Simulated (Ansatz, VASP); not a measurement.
One calculation of C, two programs

```xyz
8
Lattice="-1.2228 2.1167 0.0000 -1.2228 -2.1167 0.0000 0.0000 0.0000 13.4706" Properties=species:S:1:pos:R:3 pbc="T T T"
C    -1.2228    1.7641    5.0516
C    -1.2228    1.7641   11.7869
C    -1.2228   -0.3527    1.6838
C    -1.2228   -0.3527    8.4191
C    -1.2228   -1.7641    1.6838
C    -1.2228   -1.7641    8.4191
C    -1.2228    0.3527    5.0516
C    -1.2228    0.3527   11.7869
```

Alike in both runs: task single point; functional LDA; k mesh 22 × 22 × 4; occupations gaussian, width 0.15 eV; no spin polarisation.

```csv
,VASP,Ansatz
version,VASP 6.6.1,Ansatz 0.2.0
potentials or method,"VASP PAW LDA potentials, release 64 (C), cutoff 520 eV","scalar-relativistic, plane waves, PAW"
valence electrons in the cell,32,32
```

```csv
,VASP,Ansatz,Ansatz less VASP
gap on the k mesh at the Fermi level (eV),none,none,-
pressure (GPa),0.8,0.0,-0.80
"traceless stress, the component that is largest in VASP (GPa)",-0.94,-0.01,+0.922
rms of the force components (eV/Å),0.004,0.004,0.0000
```

LDA's correlation is that of Perdew and Zunger in VASP and of Perdew and Wang (1992) in Ansatz. Atom by atom the forces differ by 0.000 eV/Å (rms over components). A gap of «none» marks a metal or a gap that the smearing closes. Ansatz's warnings: structure snapped to symmetry.
